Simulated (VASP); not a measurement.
# Cr (Im-3m) in VASP: further runs

Cr is run at these levels: PBE; tasks: single point.

Everything below comes from runs of VASP 6.6.1. Logs are shortened: lines on timing, memory, paths and dates and some standing lists are left out, and cuts for length are marked.

### Step 1. The cell of the first run

The structure is cubic, space group Im-3m (No. 229). Conventional cell: a = 2.848 Å, b = 2.848 Å, c = 2.848 Å, α = 90.00°, β = 90.00°, γ = 90.00°. Cr (site symmetry m-3m) has 14 Cr at 2.47 to 2.85 Å within 3.3 Å.

### Step 2. Single point, PBE, collinear spin (11.55 Å³/atom)

Contents of INCAR:

```
PREC = Accurate
ENCUT = 520
EDIFF = 1E-6
ISMEAR = 0
SIGMA = 0.05
LREAL = False
LASPH = True
NELM = 150
ALGO = Normal
ISIF = 2
LWAVE = False
LCHARG = True
ISPIN = 2
MAGMOM = 0.05
LORBIT = 11
LMAXMIX = 4
GGA = PE
LELF = True
LVHAR = True
NBANDS = 16
```

Contents of KPOINTS:

```
Automatic mesh
0
Gamma
  20 20 20
```

Contents of POSCAR:

```
Cr
1.0
   -1.4238017299      1.4238017299      1.4238017299
    1.4238017299     -1.4238017299      1.4238017299
    1.4238017299      1.4238017299     -1.4238017299
Cr
1
Direct
    0.0000000000      0.0000000000      0.0000000000
```

Potentials or basis: VASP PAW PBE potentials, release 64 (Cr_pv).

Run with:

```bash
> cat potpaw_PBE.64/Cr_pv/POTCAR > POTCAR
> mpirun -np 1 vasp_std > vasp.out
```

OUTCAR:

```text
PREC = Accurate
   ENCUT = 520
   EDIFF = 1E-6
   ISMEAR = 0
   LREAL = False
   LASPH = True
   NELM = 150
   ISIF = 2
   ISPIN = 2
   LORBIT = 11
   GGA = PE

 ion  position               nearest neighbor table
   1  0.000  0.000  0.000-

  LATTYP: Found a body centered cubic cell.
 ALAT       =     2.8476034598

  Lattice vectors:

 A1 = (  -1.4238017299,   1.4238017299,   1.4238017299)
 A2 = (   1.4238017299,  -1.4238017299,   1.4238017299)
 A3 = (   1.4238017299,   1.4238017299,  -1.4238017299)

Analysis of symmetry for initial positions (statically):
=====================================================================
 Subroutine PRICEL returns:
 Original cell was already a primitive cell.

 Routine SETGRP: Setting up the symmetry group for a
 body centered cubic supercell.

 Subroutine GETGRP returns: Found 48 space group operations
 (whereof 48 operations were pure point group operations)
 out of a pool of 48 trial point group operations.

The static configuration has the point symmetry O_h .

Analysis of symmetry for dynamics (positions and initial velocities):
=====================================================================
 Subroutine PRICEL returns:
 Original cell was already a primitive cell.

 Routine SETGRP: Setting up the symmetry group for a
 body centered cubic supercell.

 Subroutine GETGRP returns: Found 48 space group operations
 (whereof 48 operations were pure point group operations)
 out of a pool of 48 trial point group operations.

The dynamic configuration has the point symmetry O_h .

Analysis of structural, dynamic, and magnetic symmetry:
=====================================================================
 Subroutine PRICEL returns:
 Original cell was already a primitive cell.

 Routine SETGRP: Setting up the symmetry group for a
 body centered cubic supercell.

 Subroutine GETGRP returns: Found 48 space group operations
 (whereof 48 operations were pure point group operations)
 out of a pool of 48 trial point group operations.

The overall configuration has the point symmetry O_h .

 Subroutine INISYM returns: Found 48 space group operations
 (whereof 48 operations are pure point group operations),
 and found     1 'primitive' translations

----------------------------------------------------------------------------------------

                                     Primitive cell

  volume of cell :      11.5454

  direct lattice vectors                    reciprocal lattice vectors
    -1.423801730  1.423801730  1.423801730     0.000000000  0.351172491  0.351172491
     1.423801730 -1.423801730  1.423801730     0.351172491  0.000000000  0.351172491
     1.423801730  1.423801730 -1.423801730     0.351172491  0.351172491  0.000000000

  length of vectors
     2.466096936  2.466096936  2.466096936     0.496632899  0.496632899  0.496632899

  position of ions in fractional coordinates (direct lattice)
     0.000000000  0.000000000  0.000000000

  ion indices of the primitive-cell ions
   primitive index   ion index
                 1           1

----------------------------------------------------------------------------------------

 KPOINTS: Automatic mesh

Automatic generation of k-mesh.
 Grid dimensions read from file:
 generate k-points for:   20   20   20

 Generating k-lattice:

  Cartesian coordinates                     Fractional coordinates (reciprocal lattice)
     0.000000000  0.017558625  0.017558625     0.050000000  0.000000000  0.000000000
     0.017558625  0.000000000  0.017558625     0.000000000  0.050000000  0.000000000
     0.017558625  0.017558625  0.000000000     0.000000000  0.000000000  0.050000000

  Length of vectors
     0.024831645  0.024831645  0.024831645

  Shift w.r.t. Gamma in fractional coordinates (k-lattice)
     0.000000000  0.000000000  0.000000000

 Subroutine IBZKPT returns following result:
 ===========================================

 Found    256 irreducible k-points:

 Following reciprocal coordinates:
            Coordinates               Weight
  0.000000  0.000000  0.000000      1.000000
  0.050000  0.000000  0.000000     12.000000
  0.100000  0.000000  0.000000     12.000000
  0.150000  0.000000  0.000000     12.000000
  0.200000  0.000000  0.000000     12.000000
  0.250000  0.000000  0.000000     12.000000
[... 16 lines left out ...]
  0.200000  0.100000 -0.000000     48.000000
  0.250000  0.100000  0.000000     48.000000
 [... further k-points ...]
   k-points           NKPTS =    256   k-points in BZ     NKDIM =    256   number of bands    NBANDS=     16
   number of dos      NEDOS =    301   number of ions     NIONS =      1
   total plane-waves  NPLWV =   5832
   dimension x,y,z NGX =    18 NGY =   18 NGZ =   18
   dimension x,y,z NGXF=    36 NGYF=   36 NGZF=   36
   ions per type =               1
   NGX,Y,Z   is equivalent  to a cutoff of  12.13, 12.13, 12.13 a.u.
   NGXF,Y,Z  is equivalent  to a cutoff of  24.27, 24.27, 24.27 a.u.
 SYSTEM =  unknown system
   PREC   = accura    normal or accurate (medium, high low for compatibility)
   ISTART =      0    job   : 0-new  1-cont  2-samecut
   ICHARG =      2    charge: 1-file 2-atom 10-const
   ISPIN  =      2    spin polarized calculation?
   LNONCOLLINEAR =      F non collinear calculations
   LSORBIT =      F    spin-orbit coupling
   LASPH  =      T    aspherical Exc in radial PAW
   ENCUT  =  520.0 eV  38.22 Ry    6.18 a.u.   4.59  4.59  4.59*2*pi/ulx,y,z
   NELM   =    150;   NELMIN=  2; NELMDL= -5     # of ELM steps
   EDIFF  = 0.1E-05   stopping-criterion for ELM
   LREAL  =      F    real-space projection
   EDIFFG = 0.1E-04   stopping-criterion for IOM
   NSW    =      0    number of steps for IOM
   IBRION =     -1    ionic relax: 0-MD 1-quasi-New 2-CG
   NFREE  =      0    steps in history (QN), initial steepest desc. (CG)
   ISIF   =      2    stress and relaxation
   ISYM   =      2    0-nonsym 1-usesym 2-fastsym
   POTIM  = 0.5000    time-step for ionic-motion
   TEBEG  =    0.0;   TEEND  =   0.0 temperature during run
   PSTRESS=    0.0 pullay stress
   NELECT =      12.0000    total number of electrons
   NUPDOWN=      -1.0000    fix difference up-down
   EMIN   =  10.00;   EMAX   =-10.00  energy-range for DOS
   EFERMI =   0.00;   METHOD = LEGACY
   ISMEAR =     0;   SIGMA  =   0.05  broadening in eV -4-tet -1-fermi 0-gaus
   EFERMI_NEDOS =   21; number of points for ismear=-14 and -15
   IALGO  =     38    algorithm
   IMIX   =      4    mixing-type and parameters
     AMIX     =   0.40;   BMIX     =  1.00
     AMIX_MAG =   1.60;   BMIX_MAG =  1.00
  volume/ion in A,a.u.               =      11.55        77.91
  Fermi-wavevector in a.u.,A,eV,Ry     =   1.658310  3.133752 37.415916  2.749992
  Thomas-Fermi vector in A             =   2.745913
   LORBIT       =     11    0 simple, 1 ext, 2 COOP (PROOUT), +10 PAW based schemes
   GGA     = PE    functional components
   LHFCALC =     F    Hartree Fock is set to
   AEXX    =    0.0000 exact exchange contribution
   IVDW    =     0    specifies the selected vdW correction
   LEPSILON=     F    determine dielectric tensor
   LRPA    =     F    only Hartree local field effects (RPA)
 spin polarized calculation
 Gauss-broadening in eV      SIGMA  =   0.05
  energy-cutoff  :      520.00
  volume of cell :       11.55
 maximum number of plane-waves:       321
   NGX =  9   NGY =  9   NGZ =  9

 number of electron      11.9999994 magnetization       0.0005847

 number of electron      11.9999994 magnetization      -0.0000747

 Free energy of the ion-electron system (eV)
  ---------------------------------------------------
  ext. energy  EPLUGINS =         0.00000000
  ---------------------------------------------------
  free energy    TOTEN  =        -9.51735704 eV

  energy without entropy =       -9.51628665  energy(sigma->0) =       -9.51682184

 E-fermi :  10.9981     XC(G=0): -13.6764

 val. band max:       10.9917985960   @ k =   0.4500   0.1000  -0.0000
 cond. band min:      11.0082340209   @ k =  -0.1500   0.2000   0.1000
 fundamental gap:      0.0164354249
 Fermi energy:        10.9981117044

 spin component 1

 k-point     1 :       0.0000    0.0000    0.0000
  band No.  band energies     occupation
      1     -31.7452      1.00000
      2     -31.7452      1.00000
      3     -31.7452      1.00000
      4       3.1206      1.00000
      5      10.0685      1.00000
      6      10.0685      1.00000
[... 8 lines left out ...]
     15      40.7838      0.00000
     16      45.3515      0.00000

 k-point     2 :       0.0500    0.0000    0.0000
  band No.  band energies     occupation
      1     -31.7687      1.00000
      2     -31.7523      1.00000
      3     -31.7453      1.00000
      4       3.2309      1.00000
      5      10.0257      1.00000
      6      10.0619      1.00000
[... 8 lines left out ...]
     15      41.0355      0.00000
     16      43.9614      0.00000
[... 387 lines left out ...]
      5       9.2492      1.00000
      6       9.5046      1.00000
[... 8 lines left out ...]
     15      40.1525      0.00000
     16      41.9282      0.00000

 k-point    24 :       0.2500    0.1000    0.0000
  band No.  band energies     occupation
      1     -32.3640      1.00000
      2     -31.9448      1.00000
      3     -31.7799      1.00000
      4       6.3116      1.00000
      5       9.0197      1.00000
      6       9.5403      1.00000
[... 8 lines left out ...]
     15      40.7133      0.00000
     16      41.8521      0.00000

 [... further k-points ...]

 spin component 2

 k-point     1 :       0.0000    0.0000    0.0000
  band No.  band energies     occupation
      1     -31.7452      1.00000
      2     -31.7452      1.00000
      3     -31.7452      1.00000
      4       3.1207      1.00000
      5      10.0684      1.00000
      6      10.0684      1.00000
[... 8 lines left out ...]
     15      40.7839      0.00000
     16      45.3515      0.00000

 k-point     2 :       0.0500    0.0000    0.0000
  band No.  band energies     occupation
      1     -31.7687      1.00000
      2     -31.7524      1.00000
      3     -31.7454      1.00000
      4       3.2309      1.00000
      5      10.0256      1.00000
      6      10.0618      1.00000
[... 8 lines left out ...]
     15      41.0355      0.00000
     16      43.9614      0.00000
[... 387 lines left out ...]
      5       9.2491      1.00000
      6       9.5045      1.00000
[... 8 lines left out ...]
     15      40.1525      0.00000
     16      41.9281      0.00000

 k-point    24 :       0.2500    0.1000    0.0000
  band No.  band energies     occupation
      1     -32.3641      1.00000
      2     -31.9448      1.00000
      3     -31.7800      1.00000
      4       6.3116      1.00000
      5       9.0196      1.00000
      6       9.5402      1.00000
[... 8 lines left out ...]
     15      40.7133      0.00000
     16      41.8520      0.00000

 [... further k-points ...]
[... 5 lines left out ...]
  --------------------------------------------------------------------------------------
  -------------------------------------------------------------------------------------
  Total       -0.0365741     -0.0365741     -0.0365741     -0.0000000      0.0000000      0.0000000
  in kB       -5.0754694     -5.0754694     -5.0754694     -0.0000000      0.0000000      0.0000000
  external PRESSURE =      -5.0754694 kB  Pullay stress =       0.0000000 kB

 VOLUME and BASIS-vectors are now :
 -----------------------------------------------------------------------------
  energy-cutoff  :      520.00
  volume of cell :       11.55
      direct lattice vectors                 reciprocal lattice vectors
    -1.423801730  1.423801730  1.423801730     0.000000000  0.351172491  0.351172491
     1.423801730 -1.423801730  1.423801730     0.351172491  0.000000000  0.351172491
     1.423801730  1.423801730 -1.423801730     0.351172491  0.351172491  0.000000000

 POSITION                                       TOTAL-FORCE (eV/Angst)
 -----------------------------------------------------------------------------------
      0.00000      0.00000      0.00000         0.000000     -0.000000      0.000000
 -----------------------------------------------------------------------------------
    total drift:                                0.000000     -0.000000      0.000000

  FREE ENERGIE OF THE ION-ELECTRON SYSTEM (eV)
  ---------------------------------------------------
  free  energy   TOTEN  =        -9.5173570358 eV

  energy  without entropy=       -9.5162866507  energy(sigma->0) =       -9.51682184

 total charge

# of ion       s       p       d       tot
------------------------------------------
    1        0.441   6.406   4.213  11.059

 magnetization (x)

# of ion       s       p       d       tot
------------------------------------------
    1        0.000   0.000  -0.000  -0.000
```

Run time: 48 s. Hardware: 1 thread of AMD EPYC 7R13 (Zen 3), shared host; peak memory 0.14 GiB.

Results:

```
Free energy                                           : -9.5174 eV
Pressure                                              : -0.5 GPa
Band gap on the k mesh                                : zero (filled and empty bands overlap)
Net moment                                            : 0.00 μB per cell
Valence electrons inside the program's atomic spheres : Cr 11.06
```

Levels at points of the mesh, in eV from the Fermi level:
Spin up:
| k point | band 4 | band 5 | band 6 | band 7 | band 8 | band 9 |
| --- | --- | --- | --- | --- | --- | --- |
| (0.00, 0.00, 0.00) | -7.88 | -0.93 | -0.93 | -0.93 | 1.13 | 1.13 |
| (0.50, 0.00, 0.00) | -4.45 | -2.48 | 1.10 | 1.12 | 1.47 | 2.82 |
| (0.50, 0.50, 0.50) | -4.33 | -4.33 | 2.43 | 2.43 | 2.43 | 7.09 |
Spin down:
| k point | band 3 | band 4 | band 5 | band 6 | band 7 | band 8 | band 9 | band 10 |
| --- | --- | --- | --- | --- | --- | --- | --- | --- |
| (0.00, 0.00, 0.00) | -42.74 | -7.88 | -0.93 | -0.93 | -0.93 | 1.13 | 1.13 | 7.09 |
| (0.50, 0.00, 0.00) | -42.75 | -4.45 | -2.48 | 1.10 | 1.12 | 1.47 | 2.82 | 7.08 |
| (0.50, 0.50, 0.50) | -43.37 | -4.33 | -4.33 | 2.43 | 2.43 | 2.43 | 7.09 | 10.59 |

Caveat: an empty level that is flat over the whole mesh can mark a ghost state of the potentials, or a narrow d or f band.

(Part 1 of 2 ends here.)
